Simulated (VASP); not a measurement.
Write the native input for VASP 6.6.1 that does the following.

```
Task                   : single point
Functional             : RPBE
Potentials or basis    : VASP PAW PBE potentials, release 64 (Cs_sv, I)
Cutoff                 : 500 eV
k mesh                 : 4 × 4 × 4
Occupations            : gaussian, width 0.01 eV
Spin                   : no spin polarisation
Dipole correction      : no
Further INCAR settings : ALGO = Normal; EDIFF = 1e-06; NBANDS = 15
```

The structure of CsI lies in POSCAR:

```
CsI
1.0
    4.5667000000      0.0000000000      0.0000000000
    0.0000000000      4.5667000000      0.0000000000
    0.0000000000      0.0000000000      4.5667000000
Cs I
1 1
Direct
    0.0000000000      0.0000000000      0.0000000000
    0.5000000000      0.5000000000      0.5000000000
```

The input as run:

INCAR

```
  ALGO = Normal
  EDIFF = 1E-6
  ENCUT = 500
  GGA = RP
  GGA_COMPAT = F
  ISIF = 2
  ISMEAR = 0
  LASPH = T
  LCHARG = F
  LREAL = F
  LWAVE = F
  NBANDS = 15
  NELM = 120
  PREC = Accurate
  SIGMA = 0.01
```

KPOINTS

```
k-points
0
Gamma
  4 4 4
```

Potentials or basis: VASP PAW PBE potentials, release 64 (Cs_sv, I).

The run is started by

```bash
$ cat potpaw_PBE.64/Cs_sv/POTCAR potpaw_PBE.64/I/POTCAR > POTCAR
$ mpirun -np 1 vasp_std > vasp.out
```

It gave:

* Pressure: 2.1 GPa
* Band gap on the k mesh: 4.16 eV, indirect (least direct gap 4.24 eV)

Caveat: the PAW data sets were made with another functional, which shifts forces and pressure a little; spin-orbit coupling is left out, which moves the levels of the heavy elements.

It took 12 s on 1 thread of Intel(R) Xeon(R) Platinum 8488C (Sapphire Rapids), on a shared host, peak memory 0.2 GiB.
